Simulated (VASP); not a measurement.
# Fe (P6_3/mmc) in VASP: single point with PBE

Aim: the single point of Fe with PBE.

Everything below comes from runs of VASP 6.6.1. Logs are shortened: lines on timing, memory, paths and dates and some standing lists are left out, and cuts for length are marked.

## 1. The cell of the first run

It takes space group P6_3/mmc (No. 194, hexagonal). The conventional cell has a = 2.461 Å, b = 2.461 Å, c = 3.890 Å, α = 90.00°, β = 90.00°, γ = 120.00°. Within 3.2 Å of Fe (site symmetry -6m2) lie 12 Fe at 2.41 to 2.46 Å.

This isn't the form of Fe at room conditions, which is bcc.

## 2. Single point, PBE, collinear spin, ferromagnetic start

INCAR

```
SYSTEM = Fe
PREC     = Accurate       ! precision mode
ENCUT    = 520            ! plane-wave cutoff, eV
EDIFF    = 1E-6           ! SCF threshold, eV
ISMEAR   = 0              ! smearing method
SIGMA    = 0.1            ! smearing width, eV
LREAL    = .False.        ! projectors in reciprocal space
LASPH    = .True.         ! aspherical terms in the spheres
NELM     = 150            ! most SCF steps
ALGO     = Normal         ! electronic algorithm
ISIF     = 2              ! what is computed and relaxed
LWAVE    = .False.        ! write WAVECAR
LCHARG   = .False.        ! write CHGCAR
ISPIN    = 2              ! spin polarisation
MAGMOM   = 4 4 4 4 4 4    ! initial moments
LORBIT   = 11             ! projections on sites
LMAXMIX  = 4              ! l up to which the mixer works
GGA      = PE             ! functional
NBANDS   = 37             ! bands
```

KPOINTS

```
regular mesh
0
Gamma
  10 9 9
  0 0 0
```

POSCAR

```
Fe
1.0
    0.0000000000      0.0000000000      3.8899090555
    3.6909505797      2.1309713107      0.0000000000
   -3.6909505796      2.1309713108      0.0000000000
Fe
6
Direct
    0.2500000000      0.3333333333      0.3333333333
    0.2500000000      0.6666666667      1.0000000000
    0.2500000000      0.0000000000      0.6666666667
    0.7500000000      0.3333333333      0.0000000000
    0.7500000000      0.6666666667      0.6666666667
    0.7500000000      0.0000000000      0.3333333333
```

Potentials or basis: VASP PAW PBE potentials, release 64 (Fe).

Run with:

```sh
> cat potpaw_PBE.64/Fe/POTCAR > POTCAR
> mpirun -np 1 vasp_std > vasp.out
```

OUTCAR:

```text
SYSTEM = Fe
   PREC = Accurate
   ENCUT = 520
   EDIFF = 1E-6
   ISMEAR = 0
   LREAL = .False.
   LASPH = .True.
   NELM = 150
   ISIF = 2
   ISPIN = 2
   LORBIT = 11
   GGA = PE

 ion  position               nearest neighbor table
   1  0.250  0.333  0.333-   4 2.41   4 2.41   6 2.41   6 2.41   5 2.41   5 2.41   3 2.46   2 2.46
                             2 2.46   3 2.46   2 2.46   3 2.46
   2  0.250  0.667  0.000-   5 2.41   5 2.41   6 2.41   6 2.41   4 2.41   4 2.41   3 2.46   1 2.46
                             1 2.46   1 2.46   3 2.46   3 2.46
   3  0.250  0.000  0.667-   5 2.41   5 2.41   4 2.41   4 2.41   6 2.41   6 2.41   2 2.46   1 2.46
                             1 2.46   2 2.46   1 2.46   2 2.46
   4  0.750  0.333  0.000-   1 2.41   1 2.41   3 2.41   3 2.41   2 2.41   2 2.41   6 2.46   5 2.46
                             5 2.46   5 2.46   6 2.46   6 2.46
   5  0.750  0.667  0.667-   2 2.41   2 2.41   3 2.41   3 2.41   1 2.41   1 2.41   6 2.46   4 2.46
                             6 2.46   4 2.46   4 2.46   6 2.46
   6  0.750  0.000  0.333-   1 2.41   1 2.41   2 2.41   2 2.41   3 2.41   3 2.41   4 2.46   5 2.46
                             5 2.46   4 2.46   4 2.46   5 2.46
[... 7 lines left out ...]
 A1 = (   3.6909505797,   2.1309713107,   0.0000000000)
 A2 = (  -3.6909505796,   2.1309713108,   0.0000000000)
 A3 = (   0.0000000000,   0.0000000000,   3.8899090555)

Analysis of symmetry for initial positions (statically):
=====================================================================
 Subroutine PRICEL returns following result:

  LATTYP: Found a hexagonal cell.
 ALAT       =     2.4606337196
 C/A-ratio  =     1.5808565999
[... 12 lines left out ...]
 Subroutine GETGRP returns: Found 24 space group operations
 (whereof 12 operations were pure point group operations)
 out of a pool of 24 trial point group operations.

The static configuration has the point symmetry D_3d.
 The point group associated with its full space group is D_6h.

Analysis of symmetry for dynamics (positions and initial velocities):
=====================================================================
 Subroutine PRICEL returns following result:

  LATTYP: Found a hexagonal cell.
 ALAT       =     2.4606337196
 C/A-ratio  =     1.5808565999
[... 12 lines left out ...]
 Subroutine GETGRP returns: Found 24 space group operations
 (whereof 12 operations were pure point group operations)
 out of a pool of 24 trial point group operations.

The dynamic configuration has the point symmetry D_3d.
 The point group associated with its full space group is D_6h.

Analysis of structural, dynamic, and magnetic symmetry:
=====================================================================
 Subroutine PRICEL returns following result:

  LATTYP: Found a hexagonal cell.
 ALAT       =     2.4606337196
 C/A-ratio  =     1.5808565999
[... 12 lines left out ...]
 Subroutine GETGRP returns: Found 24 space group operations
 (whereof 12 operations were pure point group operations)
 out of a pool of 24 trial point group operations.

The overall configuration has the point symmetry D_3d.
 The point group associated with its full space group is D_6h.

 Subroutine INISYM returns: Found 24 space group operations
 (whereof 12 operations are pure point group operations),
 and found     3 'primitive' translations

----------------------------------------------------------------------------------------

                                     Primitive cell

  volume of cell :      20.3969

  direct lattice vectors                    reciprocal lattice vectors
    -1.230316859 -2.130971311  0.000000000    -0.000000000 -0.469269574  0.000000000
     2.460633720 -0.000000000  0.000000000     0.406399373 -0.234634787  0.000000000
     0.000000000  0.000000000  3.889909055     0.000000000  0.000000000  0.257075419

  length of vectors
     2.460633720  2.460633720  3.889909055     0.469269574  0.469269574  0.257075419

  position of ions in fractional coordinates (direct lattice)
     0.333333333  0.666666667  0.250000000
     0.666666667  0.333333333  0.750000000

  ion indices of the primitive-cell ions
   primitive index   ion index
                 1           1
                 2           4

----------------------------------------------------------------------------------------

 KPOINTS: regular mesh

Automatic generation of k-mesh.
 Grid dimensions read from file:
 generate k-points for:   10    9    9

 Generating k-lattice:

  Cartesian coordinates                     Fractional coordinates (reciprocal lattice)
     0.000000000  0.000000000  0.025707542     0.100000000  0.000000000  0.000000000
     0.015051829  0.026070532  0.000000000     0.000000000  0.111111111  0.000000000
    -0.015051829  0.026070532  0.000000000     0.000000000  0.000000000  0.111111111

  Length of vectors
[... 48 lines left out ...]
   ICHARG =      2    charge: 1-file 2-atom 10-const
   ISPIN  =      2    spin polarized calculation?
   LNONCOLLINEAR =      F non collinear calculations
   LSORBIT =      F    spin-orbit coupling
   LASPH  =      T    aspherical Exc in radial PAW
   ENCUT  =  520.0 eV  38.22 Ry    6.18 a.u.   7.23  7.92  7.92*2*pi/ulx,y,z
   NELM   =    150;   NELMIN=  2; NELMDL= -5     # of ELM steps
   EDIFF  = 0.1E-05   stopping-criterion for ELM
   LREAL  =      F    real-space projection
   EDIFFG = 0.1E-04   stopping-criterion for IOM
   NSW    =      0    number of steps for IOM
   IBRION =     -1    ionic relax: 0-MD 1-quasi-New 2-CG
   NFREE  =      0    steps in history (QN), initial steepest desc. (CG)
   ISIF   =      2    stress and relaxation
   ISYM   =      2    0-nonsym 1-usesym 2-fastsym
   POTIM  = 0.5000    time-step for ionic-motion
   TEBEG  =    0.0;   TEEND  =   0.0 temperature during run
   PSTRESS=    0.0 pullay stress
   NELECT =      48.0000    total number of electrons
   NUPDOWN=      -1.0000    fix difference up-down
   EMIN   =  10.00;   EMAX   =-10.00  energy-range for DOS
   EFERMI =   0.00;   METHOD = LEGACY
   ISMEAR =     0;   SIGMA  =   0.10  broadening in eV -4-tet -1-fermi 0-gaus
   EFERMI_NEDOS =   21; number of points for ismear=-14 and -15
   IALGO  =     38    algorithm
   IMIX   =      4    mixing-type and parameters
     AMIX     =   0.40;   BMIX     =  1.00
     AMIX_MAG =   1.60;   BMIX_MAG =  1.00
  volume/ion in A,a.u.               =      10.20        68.82
  Fermi-wavevector in a.u.,A,eV,Ry     =   1.509826  2.853157 31.015483  2.279574
  Thomas-Fermi vector in A             =   2.620097
   LORBIT       =     11    0 simple, 1 ext, 2 COOP (PROOUT), +10 PAW based schemes
   GGA     = PE    functional components
   LHFCALC =     F    Hartree Fock is set to
   AEXX    =    0.0000 exact exchange contribution
   IVDW    =     0    specifies the selected vdW correction
   LEPSILON=     F    determine dielectric tensor
   LRPA    =     F    only Hartree local field effects (RPA)
 spin polarized calculation
 Gauss-broadening in eV      SIGMA  =   0.10
  energy-cutoff  :      520.00
  volume of cell :       61.19
 maximum number of plane-waves:      1680
 NGX is ok and might be reduce to    30
   NGX = 15   NGY = 15   NGZ = 15

 number of electron      47.9999990 magnetization      -0.0084726

 number of electron      47.9999990 magnetization       0.0009352

 Free energy of the ion-electron system (eV)
  ---------------------------------------------------
  ext. energy  EPLUGINS =         0.00000000
  ---------------------------------------------------
  free energy    TOTEN  =       -48.94220332 eV

  energy without entropy =      -48.90408445  energy(sigma->0) =      -48.92314388

 E-fermi :   6.8901     XC(G=0): -13.7879

 val. band max:        6.8820976572   @ k =   0.2000   0.3333   0.2222
 cond. band min:       6.8965755289   @ k =   0.4000   0.3333   0.0000
 fundamental gap:      0.0144778717
 Fermi energy:         6.8901003715

 spin component 1

 k-point     1 :       0.0000    0.0000    0.0000
  band No.  band energies     occupation
      1      -2.0131      1.00000
      2       1.9705      1.00000
      3       2.8821      1.00000
      4       2.8821      1.00000
      5       3.3743      1.00000
      6       3.3743      1.00000
[... 925 lines left out ...]
     35      10.3934      0.00000
     36      10.3934      0.00000

 [... further k-points ...]

 spin component 2

 k-point     1 :       0.0000    0.0000    0.0000
  band No.  band energies     occupation
      1      -2.0131      1.00000
      2       1.9706      1.00000
      3       2.8822      1.00000
      4       2.8822      1.00000
      5       3.3744      1.00000
      6       3.3744      1.00000
[... 925 lines left out ...]
     35      10.3936      0.00000
     36      10.3936      0.00000

 [... further k-points ...]

 [bands above 36 left out]

------------------------ aborting loop because EDIFF is reached ----------------------------------------

  FORCE on cell =-STRESS in cart. coord.  units (eV):
  Direction    XX          YY          ZZ          XY          YZ          ZX
  --------------------------------------------------------------------------------------
  -------------------------------------------------------------------------------------
  Total       -0.2480434     -0.2480434     -0.3005271     -0.0000000      0.0000000     -0.0000000
  in kB       -6.4946097     -6.4946097     -7.8688089     -0.0000000      0.0000000     -0.0000000
  external PRESSURE =      -6.9526761 kB  Pullay stress =       0.0000000 kB

 VOLUME and BASIS-vectors are now :
 -----------------------------------------------------------------------------
  energy-cutoff  :      520.00
  volume of cell :       61.19
      direct lattice vectors                 reciprocal lattice vectors
     0.000000000  0.000000000  3.889909055     0.000000000  0.000000000  0.257075419
     3.690950580  2.130971311  0.000000000     0.135466458  0.234634787  0.000000000
    -3.690950580  2.130971311  0.000000000    -0.135466458  0.234634787  0.000000000

 POSITION                                       TOTAL-FORCE (eV/Angst)
 -----------------------------------------------------------------------------------
      0.00000      1.42065      0.97248         0.000000      0.000000      0.000000
      2.46063      1.42065      0.97248         0.000000     -0.000000      0.000000
     -2.46063      1.42065      0.97248         0.000000      0.000000     -0.000000
      1.23032      0.71032      2.91743         0.000000     -0.000000      0.000000
      0.00000      2.84130      2.91743         0.000000      0.000000     -0.000000
     -1.23032      0.71032      2.91743        -0.000000     -0.000000     -0.000000
 -----------------------------------------------------------------------------------
    total drift:                                0.000000     -0.000000      0.000000

  FREE ENERGIE OF THE ION-ELECTRON SYSTEM (eV)
  ---------------------------------------------------
  free  energy   TOTEN  =       -48.9422033180 eV

  energy  without entropy=      -48.9040844515  energy(sigma->0) =      -48.92314388

 total charge

# of ion       s       p       d       tot
------------------------------------------
    1        0.535   0.637   6.336   7.508
    2        0.535   0.637   6.336   7.508
    3        0.535   0.637   6.336   7.508
    4        0.535   0.637   6.336   7.508
    5        0.535   0.637   6.336   7.508
    6        0.535   0.637   6.336   7.508
--------------------------------------------------
tot          3.212   3.824  38.015  45.051

 magnetization (x)

# of ion       s       p       d       tot
------------------------------------------
    1       -0.000   0.000   0.000   0.000
    2       -0.000   0.000   0.000   0.000
    3       -0.000   0.000   0.000   0.000
    4       -0.000   0.000   0.000   0.000
    5       -0.000   0.000   0.000   0.000
    6       -0.000   0.000   0.000   0.000
--------------------------------------------------
tot         -0.000   0.000   0.000   0.000
```

Run time: 3.6 min. Hardware: 1 thread of AMD EPYC 9R45 (Zen 5), shared host; peak memory 0.31 GiB.

Results:

- Free energy: -48.9422 eV
- Pressure: -0.7 GPa
- Band gap on the k mesh: zero (filled and empty bands overlap)
- Net moment: 0.00 μB per cell
- Valence electrons inside the program's atomic spheres: Fe 7.51

Stress tensor (GPa, compression positive):
```
-0.65  0.00  0.00
 0.00 -0.65  0.00
 0.00  0.00 -0.79
```
